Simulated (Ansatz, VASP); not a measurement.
# Se in VASP and in Ansatz

```
Se
1.0
     4.73829    0.00000    0.00000
     0.00000    7.85225    0.00000
     0.00000    0.00000    2.83882
Se
4
Direct
  0.67650 0.40381 0.25685
  0.82350 0.90381 0.74315
  0.32350 0.59619 0.25685
  0.17650 0.09619 0.74315
```

Alike in both runs: functional r2SCAN; k mesh 4 × 2 × 6; occupations gaussian, width 0.1 eV; no spin polarisation.

Ansatz relaxed the structure, and its values are those at the end. VASP's run is a single point on that final structure, the one shown.

|  | VASP | Ansatz |
| --- | --- | --- |
| version | VASP 6.6.1 | Ansatz 0.2.0 |
| potentials or method | VASP PAW PBE potentials, release 64 (Se), cutoff 520 eV | scalar-relativistic, plane waves, PAW |
| valence electrons in the cell | 24 | 64 |

Ansatz gave:

```
gap on the k mesh at the Fermi level (eV) : none
pressure (GPa)                            : 0.1
rms of the force components (eV/Å)        : 0.008
```

Q: What did VASP give for the same quantities?

A: gap on the k mesh at the Fermi level (eV): none; pressure (GPa): 0.0; rms of the force components (eV/Å): 0.003.

VASP's potentials were made for PBE, not for r2SCAN. A gap of «none» marks a metal or a gap that the smearing closes. VASP's potentials hold 24 valence electrons a cell and Ansatz's 64, so a difference there can come from the potentials and not from the codes.

The k mesh is coarse, so the values compare programs but aren't converged.
